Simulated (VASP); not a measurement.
**CoSn: relaxation of cell and atoms with PBEsol**

Crystal: CoSn.

```
CELL_PARAMETERS angstrom
5.24604 0.00000 0.00000
-2.62302 4.54320 0.00000
0.00000 0.00000 4.18759
ATOMIC_POSITIONS crystal
Co 0.00000 0.50000 0.00000
Co 0.50000 0.50000 0.00000
Co 0.50000 0.00000 0.00000
Sn 0.66667 0.33333 0.50000
Sn 0.33333 0.66667 0.50000
Sn 0.00000 0.00000 0.00000
```

```yaml
Program: VASP 6.6.1
Task: relaxation of cell and atoms
Functional: PBEsol
Potentials_or_basis: VASP PAW PBE potentials, release 64 (Co, Sn_d)
Cutoff: 600 eV
k_mesh: 12 × 12 × 8
Occupations: gaussian, width 0.1 eV
Spin: no spin polarisation
Dipole_correction: no
Further_INCAR_settings: ALGO = Fast; EDIFF = 1e-07; IBRION = 2; EDIFFG = -0.005; NSW = 100; ISIF = 3
```

| Quantity | Value |
| --- | --- |
| Relaxed volume | 16.39 Å³/atom |
| Relaxed cell | a = 5.220 Å, b = 5.220 Å, c = 4.167 Å, α = 90.00°, β = 90.00°, γ = 120.00° |
| Space group after relaxing (to 0.1 Å) | P6/mmm (No. 191) |
| Energy gained by relaxing | 1.7 meV/atom |
| Ionic steps | 3 |
| Pressure after relaxing | 0.0 GPa |
| Band gap on the k mesh | zero (an odd number of electrons rules out a gap without spin polarisation) |

Step by step:
```tsv
step	energy change (eV)	largest force (eV/Å)	pressure (GPa)	volume (Å³)
1	0.0000	0.0000	-2.09	99.81
2	0.0025	0.0000	2.52	96.70
3	-0.0100	0.0000	-0.01	98.32
```

Final structure:
```
Co Sn
1.0
     5.21981    0.00000    0.00000
    -2.60990    4.52049    0.00000
     0.00000    0.00000    4.16663
Co Sn
3 3
Direct
  0.00000 0.50000 0.00000
  0.50000 0.50000 0.00000
  0.50000 0.00000 0.00000
  0.66667 0.33333 0.50000
  0.33333 0.66667 0.50000
  0.00000 0.00000 0.00000
```

Levels at points of the mesh, in eV from the Fermi level:
```csv
k point,band 30,band 31,band 32,band 33,band 34,band 35,band 36,band 37,band 38,band 39
"(0.00, 0.00, 0.00)",-0.45,-0.43,-0.43,-0.41,-0.41,0.54,0.69,1.44,1.44,3.01
"(0.50, 0.00, 0.00)",-0.96,-0.64,-0.43,-0.42,0.76,1.06,1.78,1.87,2.68,3.45
"(0.00, 0.00, 0.50)",-0.96,-0.96,-0.50,-0.50,-0.50,-0.39,-0.39,-0.18,0.54,1.42
"(0.50, 0.00, 0.50)",-1.26,-0.98,-0.70,-0.50,-0.43,-0.40,-0.11,0.45,1.32,4.14
```

It took 21 min on 1 thread of AMD EPYC 7R13 Processor (Zen 3), on a shared host, peak memory 0.5 GiB.

Caveat: the PAW data sets were made with another functional, which shifts forces and pressure a little; spin-orbit coupling is left out, which moves the levels of the heavy elements; the run has no spin polarisation, though such a crystal can be magnetic. Spin polarisation is off, so any magnetic state and its effect on volume and gap are missing.
